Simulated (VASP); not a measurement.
# Cu (P6_3/mmc) in VASP: further runs

The runs below take Cu through single point, relaxation of cell and atoms, with PBEsol.

Everything below comes from runs of VASP 6.6.1. Logs are shortened: lines on timing, memory, paths and dates and some standing lists are left out, and cuts for length are marked.

### Step 1. The cell of the first run

Symmetry: P6_3/mmc, No. 194, hexagonal system. Conventional cell: a = 2.521 Å, b = 2.521 Å, c = 12.339 Å, α = 90.00°, β = 90.00°, γ = 120.00°. Within 3.3 Å of Cu (site symmetry -6m2) lie 12 Cu at 2.52 Å. Cu (site symmetry 3m) has 12 Cu at 2.52 Å within 3.3 Å.

### Step 2. Single point, PBEsol

INCAR

```
SYSTEM = Cu
  ALGO = Fast
  EDIFF = 1E-6
  ENCUT = 520
  GGA = PS
  ISIF = 2
  ISMEAR = 0
  LASPH = .True.
  LCHARG = .False.
  LREAL = .False.
  LWAVE = .False.
  NBANDS = 42
  NELM = 100
  PREC = Accurate
  SIGMA = 0.1
```

KPOINTS

```
k-points
0
Gamma
  18 18 4
  0 0 0
```

POSCAR

```
Cu
1.0
    2.5206935600      0.0000000000      0.0000000000
   -1.2603467800      2.1829846581      0.0000000000
    0.0000000000      0.0000000000     12.3390256908
Cu
6
Direct
    0.0000000000      0.0000000000      0.0000000000
    0.3333333333      0.6666666667      0.1668708493
    0.6666666667      0.3333333333      0.3331291507
    0.0000000000      0.0000000000      0.5000000000
    0.6666666667      0.3333333333      0.6668708493
    0.3333333333      0.6666666667      0.8331291507
```

Potentials or basis: VASP PAW PBE potentials, release 64 (Cu).

The run is started by

```bash
> cat potpaw_PBE.64/Cu/POTCAR > POTCAR
> mpirun -np 1 vasp_std > vasp.out
```

OUTCAR:

```text
SYSTEM = Cu
   EDIFF = 1E-6
   ENCUT = 520
   GGA = PS
   ISIF = 2
   ISMEAR = 0
   LASPH = .True.
   LREAL = .False.
   NELM = 100
   PREC = Accurate

 ion  position               nearest neighbor table
   1  0.000  0.000  0.000-   2 2.52   6 2.52   2 2.52   6 2.52   2 2.52   6 2.52
   2  0.333  0.667  0.167-   3 2.52   3 2.52   3 2.52   1 2.52   1 2.52   1 2.52
   3  0.667  0.333  0.333-   2 2.52   2 2.52   2 2.52   4 2.52   4 2.52   4 2.52
   4  0.000  0.000  0.500-   3 2.52   5 2.52   3 2.52   5 2.52   3 2.52   5 2.52
   5  0.667  0.333  0.667-   6 2.52   6 2.52   6 2.52   4 2.52   4 2.52   4 2.52
   6  0.333  0.667  0.833-   5 2.52   5 2.52   5 2.52   1 2.52   1 2.52   1 2.52

  LATTYP: Found a hexagonal cell.
 ALAT       =     2.5206935600
 C/A-ratio  =     4.8950915282

  Lattice vectors:

 A1 = (   2.5206935600,   0.0000000000,   0.0000000000)
 A2 = (  -1.2603467800,   2.1829846581,   0.0000000000)
 A3 = (   0.0000000000,   0.0000000000,  12.3390256908)

Analysis of symmetry for initial positions (statically):
=====================================================================
 Subroutine PRICEL returns:
 Original cell was already a primitive cell.

 Routine SETGRP: Setting up the symmetry group for a
 hexagonal supercell.

 Subroutine GETGRP returns: Found 24 space group operations
 (whereof 12 operations were pure point group operations)
 out of a pool of 24 trial point group operations.

The static configuration has the point symmetry D_3h.
 The point group associated with its full space group is D_6h.

Analysis of symmetry for dynamics (positions and initial velocities):
=====================================================================
 Subroutine PRICEL returns:
 Original cell was already a primitive cell.

 Routine SETGRP: Setting up the symmetry group for a
 hexagonal supercell.

 Subroutine GETGRP returns: Found 24 space group operations
 (whereof 12 operations were pure point group operations)
 out of a pool of 24 trial point group operations.

The dynamic configuration has the point symmetry D_3h.
 The point group associated with its full space group is D_6h.

 Subroutine INISYM returns: Found 24 space group operations
 (whereof 12 operations are pure point group operations),
 and found     1 'primitive' translations

----------------------------------------------------------------------------------------

                                     Primitive cell

  volume of cell :      67.8972

  direct lattice vectors                    reciprocal lattice vectors
     2.520693560  0.000000000  0.000000000     0.396716212  0.229044212  0.000000000
    -1.260346780  2.182984658  0.000000000     0.000000000  0.458088423  0.000000000
     0.000000000  0.000000000 12.339025691     0.000000000  0.000000000  0.081043676

  length of vectors
     2.520693560  2.520693560 12.339025691     0.458088423  0.458088423  0.081043676

  position of ions in fractional coordinates (direct lattice)
     0.000000000  0.000000000  0.000000000
     0.333333333  0.666666667  0.166870849
     0.666666667  0.333333333  0.333129151
     0.000000000  0.000000000  0.500000000
     0.666666667  0.333333333  0.666870849
     0.333333333  0.666666667  0.833129151

  ion indices of the primitive-cell ions
   primitive index   ion index
                 1           1
                 2           2
                 3           3
                 4           4
                 5           5
                 6           6

----------------------------------------------------------------------------------------

 KPOINTS: k-points

Automatic generation of k-mesh.
 Grid dimensions read from file:
 generate k-points for:   18   18    4

 Generating k-lattice:

  Cartesian coordinates                     Fractional coordinates (reciprocal lattice)
     0.022039790  0.012724678  0.000000000     0.055555556 -0.000000000  0.000000000
     0.000000000  0.025449357  0.000000000     0.000000000  0.055555556  0.000000000
     0.000000000  0.000000000  0.020260919     0.000000000  0.000000000  0.250000000

  Length of vectors
     0.025449357  0.025449357  0.020260919

  Shift w.r.t. Gamma in fractional coordinates (k-lattice)
     0.000000000  0.000000000  0.000000000

 Subroutine IBZKPT returns following result:
 ===========================================

 Found    111 irreducible k-points:

 Following reciprocal coordinates:
            Coordinates               Weight
  0.000000  0.000000  0.000000      1.000000
  0.055556  0.000000  0.000000      6.000000
  0.111111  0.000000  0.000000      6.000000
  0.166667 -0.000000  0.000000      6.000000
  0.222222 -0.000000  0.000000      6.000000
  0.277778  0.000000  0.000000      6.000000
[... 16 lines left out ...]
  0.333333  0.111111  0.000000     12.000000
  0.388889  0.111111  0.000000     12.000000
 [... further k-points ...]
   k-points           NKPTS =    111   k-points in BZ     NKDIM =    111   number of bands    NBANDS=     42
   number of dos      NEDOS =    301   number of ions     NIONS =      6
   total plane-waves  NPLWV =  38400
   dimension x,y,z NGX =    20 NGY =   20 NGZ =   96
   dimension x,y,z NGXF=    40 NGYF=   40 NGZF=  192
   ions per type =               6
   NGX,Y,Z   is equivalent  to a cutoff of  13.19, 13.19, 12.93 a.u.
   NGXF,Y,Z  is equivalent  to a cutoff of  26.38, 26.38, 25.87 a.u.
 SYSTEM =  Cu
   PREC   = accura    normal or accurate (medium, high low for compatibility)
   ISTART =      0    job   : 0-new  1-cont  2-samecut
   ICHARG =      2    charge: 1-file 2-atom 10-const
   ISPIN  =      1    spin polarized calculation?
   LNONCOLLINEAR =      F non collinear calculations
   LSORBIT =      F    spin-orbit coupling
   LASPH  =      T    aspherical Exc in radial PAW
   ENCUT  =  520.0 eV  38.22 Ry    6.18 a.u.   4.69  4.69 22.94*2*pi/ulx,y,z
   NELM   =    100;   NELMIN=  2; NELMDL= -5     # of ELM steps
   EDIFF  = 0.1E-05   stopping-criterion for ELM
   LREAL  =      F    real-space projection
   EDIFFG = 0.1E-04   stopping-criterion for IOM
   NSW    =      0    number of steps for IOM
   IBRION =     -1    ionic relax: 0-MD 1-quasi-New 2-CG
   NFREE  =      0    steps in history (QN), initial steepest desc. (CG)
   ISIF   =      2    stress and relaxation
   ISYM   =      2    0-nonsym 1-usesym 2-fastsym
   POTIM  = 0.5000    time-step for ionic-motion
   TEBEG  =    0.0;   TEEND  =   0.0 temperature during run
   PSTRESS=    0.0 pullay stress
   NELECT =      66.0000    total number of electrons
   NUPDOWN=      -1.0000    fix difference up-down
   EMIN   =  10.00;   EMAX   =-10.00  energy-range for DOS
   EFERMI =   0.00;   METHOD = LEGACY
   ISMEAR =     0;   SIGMA  =   0.10  broadening in eV -4-tet -1-fermi 0-gaus
   EFERMI_NEDOS =   21; number of points for ismear=-14 and -15
   IALGO  =     68    algorithm
   IMIX   =      4    mixing-type and parameters
     AMIX     =   0.40;   BMIX     =  1.00
     AMIX_MAG =   1.60;   BMIX_MAG =  1.00
  volume/ion in A,a.u.               =      11.32        76.37
  Fermi-wavevector in a.u.,A,eV,Ry     =   1.621707  3.064581 35.782400  2.629932
  Thomas-Fermi vector in A             =   2.715439
   LORBIT       =      0    0 simple, 1 ext, 2 COOP (PROOUT), +10 PAW based schemes
   GGA     = PS    functional components
   LHFCALC =     F    Hartree Fock is set to
   AEXX    =    0.0000 exact exchange contribution
   IVDW    =     0    specifies the selected vdW correction
   LEPSILON=     F    determine dielectric tensor
   LRPA    =     F    only Hartree local field effects (RPA)
 non-spin polarized calculation
 RMM-DIIS sequential band-by-band and
 Gauss-broadening in eV      SIGMA  =   0.10
  energy-cutoff  :      520.00
  volume of cell :       67.90
 maximum number of plane-waves:      1846
 NGX is ok and might be reduce to    20
   NGX =  9   NGY =  9   NGZ = 45

 number of electron      65.9999962 magnetization

 Free energy of the ion-electron system (eV)
  ---------------------------------------------------
  ext. energy  EPLUGINS =         0.00000000
  ---------------------------------------------------
  free energy    TOTEN  =       -25.83614496 eV

  energy without entropy =      -25.82517844  energy(sigma->0) =      -25.83066170

 E-fermi :   7.8830     XC(G=0): -13.1592

 val. band max:        7.8721334324   @ k =   0.2778   0.1667   0.5000
 cond. band min:       7.8967758054   @ k =   0.2222   0.1111   0.0000
 fundamental gap:      0.0246423729
 Fermi energy:         7.8829561089

 k-point     1 :       0.0000    0.0000    0.0000
  band No.  band energies     occupation
      1      -1.7803      2.00000
      2      -0.7699      2.00000
      3      -0.7509      2.00000
      4       1.6764      2.00000
      5       1.6781      2.00000
      6       2.6007      2.00000
[... 34 lines left out ...]
     41      25.0339      0.00000
     42      29.4373      0.00000

 k-point     2 :       0.0556    0.0000    0.0000
  band No.  band energies     occupation
      1      -1.6772      2.00000
      2      -0.6714      2.00000
      3      -0.6525      2.00000
      4       1.7584      2.00000
      5       1.7604      2.00000
      6       2.6634      2.00000
[... 34 lines left out ...]
     41      25.1109      0.00000
     42      27.9133      0.00000

 k-point     3 :       0.1111    0.0000    0.0000
  band No.  band energies     occupation
      1      -1.3708      2.00000
      2      -0.3805      2.00000
      3      -0.3616      2.00000
      4       1.9937      2.00000
      5       1.9967      2.00000
      6       2.8408      2.00000
[... 34 lines left out ...]
     41      25.2757      0.00000
     42      25.3835      0.00000

 k-point     4 :       0.1667   -0.0000    0.0000
  band No.  band energies     occupation
      1      -0.8713      2.00000
      2       0.0877      2.00000
      3       0.1063      2.00000
      4       2.3445      2.00000
      5       2.3500      2.00000
      6       3.0971      2.00000
[... 844 lines left out ...]
     41      19.1929      0.00000
     42      19.2164      0.00000

 k-point    23 :       0.3333    0.1111    0.0000
  band No.  band energies     occupation
      1       2.4120      2.00000
      2       2.6768      2.00000
      3       2.7424      2.00000
      4       3.1280      2.00000
      5       3.1566      2.00000
      6       3.4931      2.00000
[... 34 lines left out ...]
     41      17.2728      0.00000
     42      17.3171      0.00000

 k-point    24 :       0.3889    0.1111    0.0000
  band No.  band energies     occupation
      1       2.7478      2.00000
      2       2.8936      2.00000
      3       3.0592      2.00000
      4       3.0978      2.00000
      5       3.1340      2.00000
      6       3.4319      2.00000
[... 34 lines left out ...]
     41      16.4994      0.00000
     42      16.7957      0.00000

 [... further k-points ...]
[... 5 lines left out ...]
  --------------------------------------------------------------------------------------
  -------------------------------------------------------------------------------------
  Total        0.2663502      0.2663502      0.2598134     -0.0000000      0.0000000      0.0000000
  in kB        6.2850976      6.2850976      6.1308468     -0.0000000      0.0000000      0.0000000
  external PRESSURE =       6.2336806 kB  Pullay stress =       0.0000000 kB

 VOLUME and BASIS-vectors are now :
 -----------------------------------------------------------------------------
  energy-cutoff  :      520.00
  volume of cell :       67.90
      direct lattice vectors                 reciprocal lattice vectors
     2.520693560  0.000000000  0.000000000     0.396716212  0.229044212  0.000000000
    -1.260346780  2.182984658  0.000000000     0.000000000  0.458088423  0.000000000
     0.000000000  0.000000000 12.339025691     0.000000000  0.000000000  0.081043676

 POSITION                                       TOTAL-FORCE (eV/Angst)
 -----------------------------------------------------------------------------------
      0.00000      0.00000      0.00000         0.000000     -0.000000      0.000000
     -0.00000      1.45532      2.05902        -0.000000      0.000000     -0.002610
      1.26035      0.72766      4.11049         0.000000     -0.000000      0.002610
      0.00000      0.00000      6.16951        -0.000000      0.000000      0.000000
      1.26035      0.72766      8.22854         0.000000     -0.000000     -0.002610
     -0.00000      1.45532     10.28000        -0.000000      0.000000      0.002610
 -----------------------------------------------------------------------------------
    total drift:                               -0.000000      0.000000      0.000000

  FREE ENERGIE OF THE ION-ELECTRON SYSTEM (eV)
  ---------------------------------------------------
  free  energy   TOTEN  =       -25.8361449580 eV

  energy  without entropy=      -25.8251784424  energy(sigma->0) =      -25.83066170
```

Run time: 2.9 min. Hardware: 1 thread of Intel Xeon 6975P-C (Granite Rapids), shared host; peak memory 0.33 GiB.

Results:

* Free energy: -25.8361 eV
* Pressure: 0.6 GPa
* Band gap on the k mesh: zero (band 33 reaches 11.38 eV, above the bottom of band 34 at 6.16 eV)

Forces in eV/Å, atoms in the order of the input:
```
Cu   0.000  0.000  0.000
Cu   0.000  0.000 -0.003
Cu   0.000  0.000  0.003
Cu   0.000  0.000  0.000
Cu   0.000  0.000 -0.003
Cu   0.000  0.000  0.003
```

Caveat: the PAW data sets were made with another functional, which shifts forces and pressure a little.

[end of part 1 of 3]
